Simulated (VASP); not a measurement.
# SnO2 (CdI2 type) (P-3m1) in VASP: electric field gradients with PBE

Aim: the electric field gradients of SnO2 (CdI2 type) with PBE.

Program: VASP 6.6.1. These are calculated values, not measurements. Logs are shortened: lines on timing, memory, paths and dates and some standing lists are left out, and cuts for length are marked.

### 1 The cell of the first run

Symmetry: P-3m1, No. 164, trigonal system. The conventional cell has a = 3.228 Å, b = 3.228 Å, c = 5.492 Å, α = 90.00°, β = 90.00°, γ = 120.00°. Within 2.8 Å of Sn (site symmetry -3m) lie 6 O at 2.12 Å. O (site symmetry 3m) has 3 Sn at 2.12 Å and 3 O at 2.75 Å within 2.8 Å.

### 2 Electric field gradients, PBE

Contents of INCAR:

```
SYSTEM = SnO2
PREC = Accurate ; ENCUT = 520
EDIFF = 1E-8 ; ISMEAR = -1
SIGMA = 0.08 ; LREAL = .False.
LASPH = .True. ; NELM = 100
ALGO = Normal ; ISIF = 2
LWAVE = .False. ; LCHARG = .False.
GGA = PE ; LEFG = .True.
ISYM = 0 ; NBANDS = 20
```

Contents of KPOINTS:

```
Automatic mesh
0
Gamma
  13 13 7
  0.5 0.5 0.5
```

Contents of POSCAR:

```
SnO2
1.0
    3.2281997375      0.0000000000      0.0000000000
   -1.6140998687      2.7957029812      0.0000000000
    0.0000000000      0.0000000000      5.4923491137
Sn O
1 2
Direct
    0.0000000000      0.0000000000      0.0000000000
    0.3333333333      0.6666666667      0.1841559794
    0.6666666667      0.3333333333      0.8158440206
```

Potentials or basis: VASP PAW PBE potentials, release 64 (Sn_d, O).

On the command line:

```sh
$ cat potpaw_PBE.64/Sn_d/POTCAR potpaw_PBE.64/O/POTCAR > POTCAR
$ mpirun -np 1 vasp_std > vasp.out
```

OUTCAR:

```text
SYSTEM = SnO2
   PREC = Accurate
   ENCUT = 520
   EDIFF = 1E-8
   ISMEAR = -1
   LREAL = .False.
   LASPH = .True.
   NELM = 100
   ISIF = 2
   GGA = PE
   ISYM = 0

 ion  position               nearest neighbor table
   1  0.000  0.000  0.000-   2 2.12   3 2.12   3 2.12   2 2.12   3 2.12   2 2.12
   2  0.333  0.667  0.184-   1 2.12   1 2.12   1 2.12
   3  0.667  0.333  0.816-   1 2.12   1 2.12   1 2.12

IMPORTANT INFORMATION: All symmetrisations will be switched off!
NOSYMM: (Re-)initialisation of all symmetry stuff for point group C_1.

----------------------------------------------------------------------------------------

                                     Primitive cell

  volume of cell :      49.5689

  direct lattice vectors                    reciprocal lattice vectors
     3.228199738  0.000000000  0.000000000     0.309770176  0.178845894  0.000000000
    -1.614099869  2.795702981  0.000000000     0.000000000  0.357691789  0.000000000
     0.000000000  0.000000000  5.492349114     0.000000000  0.000000000  0.182071456

  length of vectors
     3.228199738  3.228199738  5.492349114     0.357691789  0.357691789  0.182071456

  position of ions in fractional coordinates (direct lattice)
     0.000000000  0.000000000  0.000000000
     0.333333333  0.666666667  0.184155979
     0.666666667  0.333333333  0.815844021

  ion indices of the primitive-cell ions
   primitive index   ion index
                 1           1
                 2           2
                 3           3

----------------------------------------------------------------------------------------

 KPOINTS: Automatic mesh

Automatic generation of k-mesh.
 Grid dimensions read from file:
 generate k-points for:   13   13    7

 Generating k-lattice:

  Cartesian coordinates                     Fractional coordinates (reciprocal lattice)
     0.023828475  0.013757376  0.000000000     0.076923077  0.000000000  0.000000000
     0.000000000  0.027514753  0.000000000     0.000000000  0.076923077  0.000000000
     0.000000000  0.000000000  0.026010208     0.000000000  0.000000000  0.142857143

  Length of vectors
     0.027514753  0.027514753  0.026010208

  Shift w.r.t. Gamma in fractional coordinates (k-lattice)
     0.500000000  0.500000000  0.500000000

 Subroutine IBZKPT returns following result:
 ===========================================

 Found   1776 irreducible k-points:

 Following reciprocal coordinates:
            Coordinates               Weight
  0.038462  0.038462  0.071429      2.000000
 -0.038462  0.076923  0.071429      2.000000
 -0.076923  0.038462  0.071429      2.000000
 -0.038462 -0.038462  0.071429      2.000000
  0.038462 -0.076923  0.071429      2.000000
  0.076923 -0.038462  0.071429      2.000000
[... 16 lines left out ...]
  0.038462 -0.230769  0.071429      2.000000
  0.230769 -0.192308  0.071429      2.000000
 [... further k-points ...]
   k-points           NKPTS =   1776   k-points in BZ     NKDIM =   1776   number of bands    NBANDS=     20
   number of dos      NEDOS =    301   number of ions     NIONS =      3
   total plane-waves  NPLWV =  24192
   dimension x,y,z NGX =    24 NGY =   24 NGZ =   42
   dimension x,y,z NGXF=    48 NGYF=   48 NGZF=   84
   ions per type =               1   2
   NGX,Y,Z   is equivalent  to a cutoff of  12.36, 12.36, 12.71 a.u.
   NGXF,Y,Z  is equivalent  to a cutoff of  24.72, 24.72, 25.43 a.u.
 SYSTEM =  SnO2
   PREC   = accura    normal or accurate (medium, high low for compatibility)
   ISTART =      0    job   : 0-new  1-cont  2-samecut
   ICHARG =      2    charge: 1-file 2-atom 10-const
   ISPIN  =      1    spin polarized calculation?
   LNONCOLLINEAR =      F non collinear calculations
   LSORBIT =      F    spin-orbit coupling
   LASPH  =      T    aspherical Exc in radial PAW
   ENCUT  =  520.0 eV  38.22 Ry    6.18 a.u.   6.00  6.00 10.21*2*pi/ulx,y,z
   NELM   =    100;   NELMIN=  2; NELMDL= -5     # of ELM steps
   EDIFF  = 0.1E-07   stopping-criterion for ELM
   LREAL  =      F    real-space projection
   EDIFFG = 0.1E-06   stopping-criterion for IOM
   NSW    =      0    number of steps for IOM
   IBRION =     -1    ionic relax: 0-MD 1-quasi-New 2-CG
   NFREE  =      0    steps in history (QN), initial steepest desc. (CG)
   ISIF   =      2    stress and relaxation
   ISYM   =      0    0-nonsym 1-usesym 2-fastsym
   POTIM  = 0.5000    time-step for ionic-motion
   TEBEG  =    0.0;   TEEND  =   0.0 temperature during run
   PSTRESS=    0.0 pullay stress
   NELECT =      26.0000    total number of electrons
   NUPDOWN=      -1.0000    fix difference up-down
   EMIN   =  10.00;   EMAX   =-10.00  energy-range for DOS
   EFERMI =   0.00;   METHOD = LEGACY
   ISMEAR =    -1;   SIGMA  =   0.08  broadening in eV -4-tet -1-fermi 0-gaus
   EFERMI_NEDOS =   21; number of points for ismear=-14 and -15
   IALGO  =     38    algorithm
   IMIX   =      4    mixing-type and parameters
     AMIX     =   0.40;   BMIX     =  1.00
     AMIX_MAG =   1.60;   BMIX_MAG =  1.00
  volume/ion in A,a.u.               =      16.52       111.50
  Fermi-wavevector in a.u.,A,eV,Ry     =   1.320270  2.494949 23.716491  1.743113
  Thomas-Fermi vector in A             =   2.450108
   LORBIT       =      0    0 simple, 1 ext, 2 COOP (PROOUT), +10 PAW based schemes
   GGA     = PE    functional components
   LHFCALC =     F    Hartree Fock is set to
   AEXX    =    0.0000 exact exchange contribution
   IVDW    =     0    specifies the selected vdW correction
   LEPSILON=     F    determine dielectric tensor
   LRPA    =     F    only Hartree local field effects (RPA)
 non-spin polarized calculation
  energy-cutoff  :      520.00
  volume of cell :       49.57
 maximum number of plane-waves:      1365
   NGX = 13   NGY = 13   NGZ = 21

 number of electron      25.9999998 magnetization

 Free energy of the ion-electron system (eV)
  ---------------------------------------------------
  ext. energy  EPLUGINS =         0.00000000
  ---------------------------------------------------
  free energy    TOTEN  =       -18.18894435 eV

  energy without entropy =      -18.18894429  energy(sigma->0) =      -18.18894432

 E-fermi :   3.1469     XC(G=0):  -9.0926

 val. band max:        1.7740986110   @ k =  -0.1923  -0.2308   0.0714
 cond. band min:       4.1676426219   @ k =  -0.0385   0.0385   0.0714
 fundamental gap:      2.3935440109
 Fermi energy:         3.1469278177

 k-point     1 :       0.0385    0.0385    0.0714
  band No.  band energies     occupation
      1     -18.1119      2.00000
      2     -17.9438      2.00000
      3     -17.8982      2.00000
      4     -17.7384      2.00000
      5     -17.7287      2.00000
      6     -15.9987      2.00000
[... 12 lines left out ...]
     19      17.5546      0.00000
     20      19.2903      0.00000

 k-point     2 :      -0.0385    0.0769    0.0714
  band No.  band energies     occupation
      1     -18.1119      2.00000
      2     -17.9438      2.00000
      3     -17.8982      2.00000
      4     -17.7384      2.00000
      5     -17.7287      2.00000
      6     -15.9987      2.00000
[... 12 lines left out ...]
     19      17.5546      0.00000
     20      19.2932      0.00000

 k-point     3 :      -0.0769    0.0385    0.0714
  band No.  band energies     occupation
      1     -18.1119      2.00000
      2     -17.9438      2.00000
      3     -17.8982      2.00000
      4     -17.7384      2.00000
      5     -17.7287      2.00000
      6     -15.9987      2.00000
[... 12 lines left out ...]
     19      17.5546      0.00000
     20      19.2912      0.00000

 k-point     4 :      -0.0385   -0.0385    0.0714
  band No.  band energies     occupation
      1     -18.1119      2.00000
      2     -17.9438      2.00000
      3     -17.8982      2.00000
      4     -17.7384      2.00000
      5     -17.7287      2.00000
      6     -15.9987      2.00000
[... 429 lines left out ...]
 k-point    23 :       0.0385   -0.2308    0.0714
  band No.  band energies     occupation
      1     -18.2496      2.00000
      2     -17.9659      2.00000
      3     -17.8349      2.00000
      4     -17.7783      2.00000
      5     -17.7141      2.00000
      6     -15.7037      2.00000
[... 12 lines left out ...]
     19      15.3967      0.00000
     20      18.7836      0.00000

 k-point    24 :       0.2308   -0.1923    0.0714
  band No.  band energies     occupation
      1     -18.2498      2.00000
      2     -17.9659      2.00000
      3     -17.8349      2.00000
      4     -17.7783      2.00000
      5     -17.7141      2.00000
      6     -15.7029      2.00000
[... 12 lines left out ...]
     19      15.4414      0.00000
     20      18.2589      0.00000

 [... further k-points ...]
[... 5 lines left out ...]
  --------------------------------------------------------------------------------------
  -------------------------------------------------------------------------------------
  Total        0.1919098      0.1918947      0.0583415     -0.0000132      0.0000013     -0.0000023
  in kB        6.2029495      6.2024593      1.8857272     -0.0004270      0.0000433     -0.0000731
  external PRESSURE =       4.7637120 kB  Pullay stress =       0.0000000 kB

 VOLUME and BASIS-vectors are now :
 -----------------------------------------------------------------------------
  energy-cutoff  :      520.00
  volume of cell :       49.57
      direct lattice vectors                 reciprocal lattice vectors
     3.228199738  0.000000000  0.000000000     0.309770176  0.178845894  0.000000000
    -1.614099869  2.795702981  0.000000000     0.000000000  0.357691789  0.000000000
     0.000000000  0.000000000  5.492349114     0.000000000  0.000000000  0.182071456

 POSITION                                       TOTAL-FORCE (eV/Angst)
 -----------------------------------------------------------------------------------
      0.00000      0.00000      0.00000         0.000000     -0.000000      0.000002
     -0.00000      1.86380      1.01145        -0.000001      0.000001      0.050609
      1.61410      0.93190      4.48090         0.000001     -0.000001     -0.050612
 -----------------------------------------------------------------------------------
    total drift:                               -0.000000     -0.000000     -0.000005

  FREE ENERGIE OF THE ION-ELECTRON SYSTEM (eV)
  ---------------------------------------------------
  free  energy   TOTEN  =       -18.1889443510 eV

  energy  without entropy=      -18.1889442882  energy(sigma->0) =      -18.18894432

 Electric field gradients (V/A^2)
---------------------------------------------------------------------
 ion       V_xx      V_yy      V_zz      V_xy      V_xz      V_yz
---------------------------------------------------------------------
   1     -62.221   -62.223   124.444    -0.002     0.000    -0.000
   2      33.898    33.894   -67.792    -0.003    -0.000     0.000
   3      33.898    33.894   -67.792    -0.003    -0.000     0.000
---------------------------------------------------------------------

 Electric field gradients after diagonalization (V/A^2)
 (convention: |V_zz| > |V_xx| > |V_yy|)
----------------------------------------------------------------------
 ion       V_xx      V_yy      V_zz     asymmetry (V_yy - V_xx)/ V_zz
----------------------------------------------------------------------
   1     -62.224   -62.220   124.444       0.000
   2      33.899    33.893   -67.792       0.000
   3      33.899    33.893   -67.792       0.000
----------------------------------------------------------------------

           NMR quadrupolar parameters

 Cq : quadrupolar parameter    Cq=e*Q*V_zz/h
 eta: asymmetry parameters     (V_yy - V_xx)/ V_zz
 Q  : nuclear electric quadrupole moment in mb (millibarn)
----------------------------------------------------------------------
 ion       Cq(MHz)       eta       Q (mb)
----------------------------------------------------------------------
   1       0.301       0.000       1.000
   2      -0.164       0.000       1.000
   3      -0.164       0.000       1.000
----------------------------------------------------------------------
```

Wall time 35 min (1 thread of Intel Xeon 8259CL, shared host); peak memory 1.5 GiB.

What came out:

| Item | Value |
| --- | --- |
| Free energy | -18.1889 eV |
| Pressure | 0.5 GPa |
| Largest force | 0.051 eV/Å |
| Band gap on the k mesh | 2.39 eV (least direct gap 2.71 eV) |
| Largest electric field gradient by atom | Sn +124.4; O -67.8 V/Å² |

Forces in eV/Å, atoms in the order of the input:
```
Sn   0.000  0.000  0.000
O    0.000  0.000  0.051
O    0.000  0.000 -0.051
```

Electric field gradients, principal values (V/Å²):
| atom | least | middle | greatest (by size) |
| --- | --- | --- | --- |
| 1 Sn | -62.220 | -62.224 | 124.444 |
| 2 O | 33.893 | 33.899 | -67.792 |
| 3 O | 33.893 | 33.899 | -67.792 |

Caveat: without QUAD_EFG the Cq values of the log hold for a quadrupole moment of 1 mb, not for the nuclei; spin-orbit coupling is left out, which moves the levels of the heavy elements; a shifted mesh leaves out Γ, where band edges can lie. A k mesh can miss the band edges.
